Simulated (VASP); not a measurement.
# Ni (Fm-3m) in VASP: a series of runs

Runs on Ni. Level: r2SCAN. Tasks: single point.

All numbers are computed with VASP 6.6.1; they aren't measurements. Logs are shortened: lines on timing, memory, paths and dates and some standing lists are left out, and cuts for length are marked.

## Step 1: The cell of the first run

The structure is cubic, space group Fm-3m (No. 225). The conventional cell has a = 3.517 Å, b = 3.517 Å, c = 3.517 Å, α = 90.00°, β = 90.00°, γ = 90.00°. Ni (site symmetry m-3m) has 12 Ni at 2.49 Å within 3.3 Å.

## Step 2: Single point, r2SCAN, collinear spin, antiferromagnetic start

POSCAR

```
Ni
1.0
    0.0000000000      3.5171000000      3.5171000000
    1.7585500000      0.0000000000      1.7585500000
    1.7585500000      1.7585500000      0.0000000000
Ni
2
Direct
    0.0000000000      0.0000000000      0.0000000000
    0.5000000000      0.0000000000      0.0000000000
```

INCAR.step1

```
PREC     = Accurate       # precision mode
ENCUT    = 520            # plane-wave cutoff, eV
ISMEAR   = -1             # smearing method
SIGMA    = 0.1            # smearing width, eV
LREAL    = False          # projectors in reciprocal space
LASPH    = True           # aspherical terms in the spheres
NELM     = 150            # most SCF steps
ISPIN    = 2              # spin polarisation
MAGMOM   = 2 -2           # initial moments
LMAXMIX  = 4              # l up to which the mixer works
NBANDS   = 21             # bands
GGA      = PE             # functional
ALGO     = Normal         # electronic algorithm
EDIFF    = 1E-4           # SCF threshold, eV
LWAVE    = True           # write WAVECAR
LCHARG   = False          # write CHGCAR
```

INCAR.step2

```
PREC     = Accurate       # precision mode
ENCUT    = 520            # plane-wave cutoff, eV
EDIFF    = 1E-7           # SCF threshold, eV
ISMEAR   = -1             # smearing method
SIGMA    = 0.1            # smearing width, eV
LREAL    = False          # projectors in reciprocal space
LASPH    = True           # aspherical terms in the spheres
NELM     = 150            # most SCF steps
ALGO     = Normal         # electronic algorithm
ISIF     = 2              # what is computed and relaxed
LWAVE    = False          # write WAVECAR
LCHARG   = True           # write CHGCAR
ISPIN    = 2              # spin polarisation
MAGMOM   = 2 -2           # initial moments
LORBIT   = 11             # projections on sites
LMAXMIX  = 4              # l up to which the mixer works
METAGGA  = R2SCAN         # meta-GGA
LMIXTAU  = True         
LELF     = True           # ELF
LVHAR    = True         
NBANDS   = 21             # bands
ISTART   = 1
```

KPOINTS

```
Automatic mesh
0
Gamma
  7 14 14
```

Potentials or basis: VASP PAW PBE potentials, release 64 (Ni).

Launch:

```console
$ cat potpaw_PBE.64/Ni/POTCAR > POTCAR
$ cp INCAR.step1 INCAR
$ mpirun -np 1 vasp_std > vasp.out
$ cp INCAR.step2 INCAR
$ mpirun -np 1 vasp_std > vasp.out
```

OUTCAR:

```text
PREC = Accurate
   ENCUT = 520
   EDIFF = 1E-7
   ISMEAR = -1
   LREAL = False
   LASPH = True
   NELM = 150
   ISIF = 2
   ISPIN = 2
   LORBIT = 11
   METAGGA = R2SCAN
   ISTART = 1

 ion  position               nearest neighbor table
   1  0.000  0.000  0.000-   2 2.49   2 2.49   2 2.49   2 2.49   2 2.49   2 2.49
   2  0.500  0.000  0.000-   1 2.49   1 2.49   1 2.49   1 2.49   1 2.49   1 2.49

  LATTYP: Found a trigonal (rhomboedric) cell.
 ALAT       =     4.3075501872
 COS(alpha) =     0.8333333333

  Lattice vectors:

 A1 = (   1.7585500000,  -1.7585500000,  -3.5171000000)
 A2 = (   3.5171000000,  -1.7585500000,  -1.7585500000)
 A3 = (   1.7585500000,  -3.5171000000,  -1.7585500000)

Analysis of symmetry for initial positions (statically):
=====================================================================
 Subroutine PRICEL returns following result:

  LATTYP: Found a face centered cubic cell.
 ALAT       =     3.5171000000
[... 12 lines left out ...]
 Subroutine GETGRP returns: Found 12 space group operations
 (whereof 12 operations were pure point group operations)
 out of a pool of 12 trial point group operations.

The static configuration has the point symmetry D_3d.

Analysis of symmetry for dynamics (positions and initial velocities):
=====================================================================
 Subroutine PRICEL returns following result:

  LATTYP: Found a face centered cubic cell.
 ALAT       =     3.5171000000
[... 12 lines left out ...]
 Subroutine GETGRP returns: Found 12 space group operations
 (whereof 12 operations were pure point group operations)
 out of a pool of 12 trial point group operations.

The dynamic configuration has the point symmetry D_3d.

Analysis of structural, dynamic, and magnetic symmetry:
=====================================================================
 Subroutine PRICEL returns following result:

  LATTYP: Found a face centered cubic cell.
 ALAT       =     3.5171000000
[... 12 lines left out ...]
 Subroutine GETGRP returns: Found 12 space group operations
 (whereof 12 operations were pure point group operations)
 out of a pool of 12 trial point group operations.

The overall configuration has the point symmetry D_3d.

 Subroutine INISYM returns: Found 12 space group operations
 (whereof 12 operations are pure point group operations),
 and found     2 'primitive' translations

----------------------------------------------------------------------------------------

                                     Primitive cell

  volume of cell :      10.8766

  direct lattice vectors                    reciprocal lattice vectors
     0.000000000  1.758550000  1.758550000    -0.284325154  0.284325154  0.284325154
     1.758550000  0.000000000  1.758550000     0.284325154 -0.284325154  0.284325154
     1.758550000  1.758550000  0.000000000     0.284325154  0.284325154 -0.284325154

  length of vectors
     2.486965260  2.486965260  2.486965260     0.492465613  0.492465613  0.492465613

  position of ions in fractional coordinates (direct lattice)
     0.000000000  0.000000000  0.000000000

  ion indices of the primitive-cell ions
   primitive index   ion index
                 1           1

----------------------------------------------------------------------------------------

 KPOINTS: Automatic mesh

Automatic generation of k-mesh.
 Grid dimensions read from file:
 generate k-points for:    7   14   14

 Generating k-lattice:

  Cartesian coordinates                     Fractional coordinates (reciprocal lattice)
    -0.020308940  0.020308940  0.020308940     0.142857143  0.000000000  0.000000000
     0.020308940 -0.020308940  0.020308940     0.000000000  0.071428571  0.000000000
     0.020308940  0.020308940 -0.020308940     0.000000000  0.000000000  0.071428571

  Length of vectors
     0.035176115  0.035176115  0.035176115

  Shift w.r.t. Gamma in fractional coordinates (k-lattice)
[... 13 lines left out ...]
|                                                                             |
|        The reciprocal lattice is rhombohedral (trigonal),                   |
|        whereas your k-lattice is body-centered cubic.                       |
|                                                                             |
|     Results are often still useful ...                                      |
|                                                                             |
 -----------------------------------------------------------------------------

 Subroutine IBZKPT returns following result:
 ===========================================

 Found    144 irreducible k-points:

 Following reciprocal coordinates:
            Coordinates               Weight
  0.000000  0.000000  0.000000      1.000000
  0.142857  0.000000  0.000000      2.000000
  0.285714  0.000000  0.000000      2.000000
  0.428571  0.000000  0.000000      2.000000
  0.000000  0.071429  0.000000      6.000000
  0.142857  0.071429  0.000000      6.000000
[... 16 lines left out ...]
 -0.428571  0.214286  0.000000      6.000000
 -0.285714  0.214286  0.000000      6.000000
 [... further k-points ...]
   k-points           NKPTS =    144   k-points in BZ     NKDIM =    144   number of bands    NBANDS=     21
   number of dos      NEDOS =    301   number of ions     NIONS =      2
   total plane-waves  NPLWV =  12960
   dimension x,y,z NGX =    40 NGY =   18 NGZ =   18
   dimension x,y,z NGXF=    80 NGYF=   36 NGZF=   36
   ions per type =               2
   NGX,Y,Z   is equivalent  to a cutoff of  13.37, 12.03, 12.03 a.u.
   NGXF,Y,Z  is equivalent  to a cutoff of  26.74, 24.06, 24.06 a.u.
 SYSTEM =  unknown system
   PREC   = accura    normal or accurate (medium, high low for compatibility)
   ISTART =      1    job   : 0-new  1-cont  2-samecut
   ICHARG =      0    charge: 1-file 2-atom 10-const
   ISPIN  =      2    spin polarized calculation?
   LNONCOLLINEAR =      F non collinear calculations
   LSORBIT =      F    spin-orbit coupling
   LASPH  =      T    aspherical Exc in radial PAW
   ENCUT  =  520.0 eV  38.22 Ry    6.18 a.u.   9.25  4.62  4.62*2*pi/ulx,y,z
   NELM   =    150;   NELMIN=  2; NELMDL=  0     # of ELM steps
   EDIFF  = 0.1E-06   stopping-criterion for ELM
   LREAL  =      F    real-space projection
   EDIFFG = 0.1E-05   stopping-criterion for IOM
   NSW    =      0    number of steps for IOM
   IBRION =     -1    ionic relax: 0-MD 1-quasi-New 2-CG
   NFREE  =      0    steps in history (QN), initial steepest desc. (CG)
   ISIF   =      2    stress and relaxation
   ISYM   =      2    0-nonsym 1-usesym 2-fastsym
   POTIM  = 0.5000    time-step for ionic-motion
   TEBEG  =    0.0;   TEEND  =   0.0 temperature during run
   PSTRESS=    0.0 pullay stress
   NELECT =      20.0000    total number of electrons
   NUPDOWN=      -1.0000    fix difference up-down
   EMIN   =  10.00;   EMAX   =-10.00  energy-range for DOS
   EFERMI =   0.00;   METHOD = LEGACY
   ISMEAR =    -1;   SIGMA  =   0.10  broadening in eV -4-tet -1-fermi 0-gaus
   EFERMI_NEDOS =   21; number of points for ismear=-14 and -15
   IALGO  =     38    algorithm
   IMIX   =      4    mixing-type and parameters
     AMIX     =   0.40;   BMIX     =  1.00
     AMIX_MAG =   1.60;   BMIX_MAG =  1.00
  volume/ion in A,a.u.               =      10.88        73.40
  Fermi-wavevector in a.u.,A,eV,Ry     =   1.591879  3.008216 34.478244  2.534079
  Thomas-Fermi vector in A             =   2.690351
   LORBIT       =     11    0 simple, 1 ext, 2 COOP (PROOUT), +10 PAW based schemes
   METAGGA = R2SCAN    functional components
   LHFCALC =     F    Hartree Fock is set to
   AEXX    =    0.0000 exact exchange contribution
   IVDW    =     0    specifies the selected vdW correction
   LEPSILON=     F    determine dielectric tensor
   LRPA    =     F    only Hartree local field effects (RPA)
 spin polarized calculation
  energy-cutoff  :      520.00
  volume of cell :       21.75
 maximum number of plane-waves:       604
 NGX is ok and might be reduce to    40
   NGX = 19   NGY =  9   NGZ =  9

 number of electron      20.0000023 magnetization      -0.0000000

 number of electron      20.0000023 magnetization       0.0000000

 Free energy of the ion-electron system (eV)
  ---------------------------------------------------
  ext. energy  EPLUGINS =         0.00000000
  ---------------------------------------------------
  free energy    TOTEN  =       -23.72550073 eV

  energy without entropy =      -23.55434726  energy(sigma->0) =      -23.63992399

 E-fermi :   8.9765     XC(G=0): -14.3568

 val. band max:        8.9762301381   @ k =   0.0000   0.5000   0.2143
 cond. band min:       8.9767575594   @ k =   0.0000   0.2143   0.0000
 fundamental gap:      0.0005274213
 Fermi energy:         8.9765469934

 spin component 1

 k-point     1 :       0.0000    0.0000    0.0000
  band No.  band energies     occupation
      1      -0.1832      1.00000
      2       4.4342      1.00000
      3       7.0009      1.00000
      4       7.0010      1.00000
      5       7.0937      1.00000
      6       7.0937      1.00000
[... 565 lines left out ...]
     20      37.5842      0.00000
     21      38.6385      0.00000

 [... further k-points ...]

 spin component 2

 k-point     1 :       0.0000    0.0000    0.0000
  band No.  band energies     occupation
      1      -0.1832      1.00000
      2       4.4342      1.00000
      3       7.0009      1.00000
      4       7.0010      1.00000
      5       7.0937      1.00000
      6       7.0937      1.00000
[... 565 lines left out ...]
     20      37.5842      0.00000
     21      38.6385      0.00000

 [... further k-points ...]
[... 5 lines left out ...]
  --------------------------------------------------------------------------------------
  -------------------------------------------------------------------------------------
  Total       -1.1306575     -1.1306575     -1.1306575     -0.0000782      0.0000782     -0.0000782
  in kB      -83.2755451    -83.2755451    -83.2755451     -0.0057583      0.0057583     -0.0057583
  external PRESSURE =     -83.2755451 kB  Pullay stress =       0.0000000 kB

 VOLUME and BASIS-vectors are now :
 -----------------------------------------------------------------------------
  energy-cutoff  :      520.00
  volume of cell :       21.75
      direct lattice vectors                 reciprocal lattice vectors
     0.000000000  3.517100000  3.517100000    -0.142162577  0.142162577  0.142162577
     1.758550000  0.000000000  1.758550000     0.284325154 -0.284325154  0.284325154
     1.758550000  1.758550000  0.000000000     0.284325154  0.284325154 -0.284325154

 POSITION                                       TOTAL-FORCE (eV/Angst)
 -----------------------------------------------------------------------------------
      0.00000      0.00000      0.00000         0.000000      0.000000      0.000000
      0.00000      1.75855      1.75855        -0.000000     -0.000000     -0.000000
 -----------------------------------------------------------------------------------
    total drift:                               -0.000000     -0.000000     -0.000000

  FREE ENERGIE OF THE ION-ELECTRON SYSTEM (eV)
  ---------------------------------------------------
  free  energy   TOTEN  =       -23.7255007322 eV

  energy  without entropy=      -23.5543472561  energy(sigma->0) =      -23.63992399

 total charge

# of ion       s       p       d       tot
------------------------------------------
    1        0.507   0.506   8.339   9.352
    2        0.507   0.506   8.339   9.352
--------------------------------------------------
tot          1.014   1.012  16.679  18.704

 magnetization (x)

# of ion       s       p       d       tot
------------------------------------------
    1       -0.000  -0.000   0.004   0.004
    2        0.000   0.000  -0.004  -0.004
--------------------------------------------------
tot          0.000   0.000   0.000   0.000
```

It took 13 min on 1 thread of Intel Xeon 8259CL, shared host; peak memory 0.22 GiB.

What came out:

```
Free energy                                           : -23.7255 eV
Pressure                                              : -8.3 GPa
Band gap on the k mesh                                : zero (filled and empty bands overlap)
Net moment                                            : 0.00 μB per cell
Valence electrons inside the program's atomic spheres : Ni 9.35
```

Caveat: the cell stands under tension; the moments typed at the start vanished in this run; the PAW data sets were made with another functional, which shifts forces and pressure a little.

## Step 3: Single point, r2SCAN, collinear spin, ferromagnetic start

POSCAR is that of step 2.

Edit INCAR.step1 of step 2 so:

```diff
@@ -8,3 +8,3 @@
 ISPIN    = 2              # spin polarisation
-MAGMOM   = 2 -2           # initial moments
+MAGMOM   = 2 2            # initial moments
 LMAXMIX  = 4              # l up to which the mixer works
```

Edit INCAR.step2 of step 2 so:

```diff
@@ -2,3 +2,3 @@
 ENCUT    = 520            # plane-wave cutoff, eV
-EDIFF    = 1E-7           # SCF threshold, eV
+EDIFF    = 1E-6           # SCF threshold, eV
 ISMEAR   = -1             # smearing method
@@ -11,5 +11,5 @@
 LWAVE    = False          # write WAVECAR
-LCHARG   = True           # write CHGCAR
+LCHARG   = False          # write CHGCAR
 ISPIN    = 2              # spin polarisation
-MAGMOM   = 2 -2           # initial moments
+MAGMOM   = 2 2            # initial moments
 LORBIT   = 11             # projections on sites
@@ -18,4 +18,2 @@
 LMIXTAU  = True         
-LELF     = True           # ELF
-LVHAR    = True         
 NBANDS   = 21             # bands
```

KPOINTS is that of step 2.

Potentials or basis: VASP PAW PBE potentials, release 64 (Ni).

Launch:

```console
$ cat potpaw_PBE.64/Ni/POTCAR > POTCAR
$ cp INCAR.step1 INCAR
$ mpirun -np 1 vasp_std > vasp.out
$ cp INCAR.step2 INCAR
$ mpirun -np 1 vasp_std > vasp.out
```

It took 9.2 min on 1 thread of Intel Xeon 8259CL, shared host; peak memory 0.22 GiB.

The run converged. Its results:

```yaml
Free_energy: -23.9159 eV
Pressure: -6.0 GPa
Net_moment: 1.48 μB per cell
Site_moments: Ni +0.76 μB
Valence_electrons_inside_the_program's_atomic_spheres: Ni 9.35
```

Levels at points of the mesh, in eV from the Fermi level:
Spin up:
```tsv
k point	band 7	band 8	band 9	band 10	band 11	band 12	band 13	band 14	band 15	band 16
(0.00, 0.00, 0.00)	-2.86	-1.66	-1.66	-1.06	-1.06	-0.39	5.65	23.00	24.55	25.64
(0.00, 0.50, 0.00)	-1.06	-0.99	-0.99	-0.94	-0.39	2.49	5.65	9.35	15.42	15.42
```
Spin down:
| k point | band 7 | band 8 | band 9 | band 10 | band 11 | band 12 |
| --- | --- | --- | --- | --- | --- | --- |
| (0.00, 0.00, 0.00) | -1.59 | -0.88 | -0.88 | -0.62 | 0.20 | 0.20 |
| (0.00, 0.50, 0.00) | -0.13 | 0.20 | 0.20 | 0.56 | 0.57 | 2.23 |

Caveat: the cell stands under tension; the PAW data sets were made with another functional, which shifts forces and pressure a little.

## Step 4: Single point, r2SCAN, collinear spin

POSCAR is that of step 3.

INCAR.step1

```
  ALGO = Normal
  EDIFF = 1E-4
  ENCUT = 520
  GGA = PE
  ISMEAR = -1
  ISPIN = 2
  LASPH = T
  LCHARG = F
  LMAXMIX = 4
  LREAL = F
  LWAVE = T
  MAGMOM = 2 0
  NBANDS = 21
  NELM = 150
  PREC = Accurate
  SIGMA = 0.1
```

INCAR.step2

```
  ALGO = Normal
  EDIFF = 1E-6
  ENCUT = 520
  ISIF = 2
  ISMEAR = -1
  ISPIN = 2
  ISTART = 1
  LASPH = T
  LCHARG = F
  LMAXMIX = 4
  LMIXTAU = T
  LORBIT = 11
  LREAL = F
  LWAVE = F
  MAGMOM = 2 0
  METAGGA = R2SCAN
  NBANDS = 21
  NELM = 150
  PREC = Accurate
  SIGMA = 0.1
```

KPOINTS

```
k-points
0
Gamma
  7 14 14
```

Launch:

```console
$ cat potpaw_PBE.64/Ni/POTCAR > POTCAR
$ cp INCAR.step1 INCAR
$ mpirun -np 1 vasp_std > vasp.out
$ cp INCAR.step2 INCAR
$ mpirun -np 1 vasp_std > vasp.out
```

Wall time 9.6 min (1 thread of Intel Xeon 8259CL, shared host); peak memory 0.22 GiB.

The run converged. Its results:

| Property | Result |
| --- | --- |
| Free energy | -23.9159 eV |
| Pressure | -6.0 GPa |
| Net moment | 1.48 μB per cell |
| Site moments | Ni +0.76 μB |
| Valence electrons inside the program's atomic spheres | Ni 9.35 |

Levels at points of the mesh, in eV from the Fermi level:
Spin up:
```csv
k point,band 7,band 8,band 9,band 10,band 11,band 12,band 13,band 14,band 15,band 16
"(0.00, 0.00, 0.00)",-2.86,-1.65,-1.65,-1.06,-1.06,-0.39,5.65,23.00,24.55,25.64
"(0.00, 0.50, 0.00)",-1.06,-0.99,-0.99,-0.94,-0.39,2.49,5.65,9.35,15.42,15.42
```
Spin down:
```tsv
k point	band 6	band 7	band 8	band 9	band 10	band 11	band 12	band 13
(0.00, 0.00, 0.00)	-1.59	-1.59	-0.88	-0.88	-0.62	0.20	0.20	6.35
(0.00, 0.50, 0.00)	-0.62	-0.13	0.20	0.20	0.56	0.56	2.23	6.35
```

Caveat: the cell stands under tension; the PAW data sets were made with another functional, which shifts forces and pressure a little.

The gap in the log of VASP goes by the Fermi energy; the results here count the filled bands.